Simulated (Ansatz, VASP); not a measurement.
# Two plane-wave programs on Ta

The input INCAR:

```
ALGO     = Normal         # electronic algorithm
EDIFF    = 1E-6           # SCF threshold, eV
EDIFFG   = -0.01          # ionic threshold
ENCUT    = 600            # plane-wave cutoff, eV
GGA      = PE             # functional
IBRION   = 2              # ionic algorithm
ISIF     = 3              # what is computed and relaxed
ISMEAR   = -1             # smearing method
LASPH    = True           # aspherical terms in the spheres
LCHARG   = False          # write CHGCAR
LREAL    = False          # projectors in reciprocal space
LWAVE    = False          # write WAVECAR
NELM     = 80             # most SCF steps
NSW      = 80             # ionic steps
PREC     = Accurate       # precision mode
SIGMA    = 0.1            # smearing width, eV
```

File KPOINTS:

```
k-points
0
Gamma
  5 5 5
```

POSCAR

```
Ta
1.0
    5.2476303976      0.0000000000      0.0000000000
    0.0000000000      5.2476303976      0.0000000000
    0.0000000000      0.0000000000      5.2476303976
Ta
8
Direct
    0.0000000000      0.0000000000      0.0000000000
    0.5000000000      0.5000000000      0.5000000000
    0.2500000000      0.0000000000      0.5000000000
    0.7500000000      0.0000000000      0.5000000000
    0.5000000000      0.2500000000      0.0000000000
    0.5000000000      0.7500000000      0.0000000000
    0.0000000000      0.5000000000      0.2500000000
    0.0000000000      0.5000000000      0.7500000000
```

Input for Ansatz:

```yaml
crystal:
  lattice:
    - [5.2476303976, 0.0, 0.0]
    - [0.0, 5.2476303976, 0.0]
    - [0.0, 0.0, 5.2476303976]
  atoms:
    - { symbol: Ta, position: [0.0, 0.0, 0.0] }
    - { symbol: Ta, position: [0.5, 0.5, 0.5] }
    - { symbol: Ta, position: [0.25, 0.0, 0.5] }
    - { symbol: Ta, position: [0.75, 0.0, 0.5] }
    - { symbol: Ta, position: [0.5, 0.25, 0.0] }
    - { symbol: Ta, position: [0.5, 0.75, 0.0] }
    - { symbol: Ta, position: [0.0, 0.5, 0.25] }
    - { symbol: Ta, position: [0.0, 0.5, 0.75] }
hamiltonian:
  xc: pbe
  pseudopotentials:
    kind: paw
    azcp:
      Ta: "pseudopotentials/Ta.paw.azcp"
basis:
  ecutwfc: 420
  fft_grid_basis: typed
kpoints:
  mp_grid: { grid: [5, 5, 5], shift: [0, 0, 0] }
magnetization:
  spin_polarized: false
scf:
  occupations: { method: fermi_dirac, width: 0.1 }
relax:
  max_steps: 60
  f_tol: 0.01
  cell: {}
```

Alike in both runs: task relaxation of cell and atoms; functional PBE; k mesh 5 × 5 × 5; occupations fermi-dirac, width 0.1 eV; no spin polarisation.

|  | VASP | Ansatz |
| --- | --- | --- |
| version | VASP 6.6.1 | Ansatz 0.2.0 |
| potentials or method | VASP PAW PBE potentials, release 64 (Ta_pv), cutoff 600 eV | plane waves (420 eV) with PAW, scalar-relativistic |
| valence electrons in the cell | 88 | 104 |

```tsv
	VASP	Ansatz	Ansatz less VASP
relaxed volume (Å³/atom)	18.72	18.71	-0.012
relaxed cell length with the largest relative difference (Å)	5.310	5.309	-0.0012
```

VASP's potentials hold 88 valence electrons a cell and Ansatz's 104, so a difference there can come from the potentials and not from the codes.

Neither program's run includes spin-orbit coupling.
